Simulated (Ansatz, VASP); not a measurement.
## Two plane-wave programs on BaTe

```xyz
2
Lattice="0.0000 3.3846 3.2978 3.3846 0.0000 3.2978 3.3846 3.3846 0.0000" Properties=species:S:1:pos:R:3 pbc="T T T"
Ba    0.0000    0.0000    0.0000
Te    3.3846    3.3846    3.2978
```

Change from the starting cell: strain -0.025 along x and y, -0.050 along z, atoms carried along.

Alike in both runs: task single point; functional PBEsol; k mesh 8 × 8 × 8; occupations gaussian, width 0.05 eV; no spin polarisation.

```csv
,VASP,Ansatz
version,VASP 6.6.1,Ansatz 0.2.0
potentials or method,"VASP PAW PBE potentials, release 64 (Ba_sv, Te), cutoff 520 eV","scalar-relativistic, plane waves, PAW"
valence electrons in the cell,16,26
```

```tsv
	VASP	Ansatz	Ansatz less VASP
gap on the k mesh at the Fermi level (eV)	1.01	1.13	+0.120
least direct gap on the mesh (eV)	1.39	1.47	+0.074
pressure (GPa)	4.7	4.2	-0.55
traceless stress, the component that is largest in VASP (GPa)	2.13	2.02	-0.106
```

VASP's potentials were made for PBE, not for PBEsol. The functional is the same, so the differences come from potentials, cutoffs and numerics. VASP's potentials hold 16 valence electrons a cell and Ansatz's 26, so a difference there can come from the potentials and not from the codes.

Neither program's run includes spin-orbit coupling.
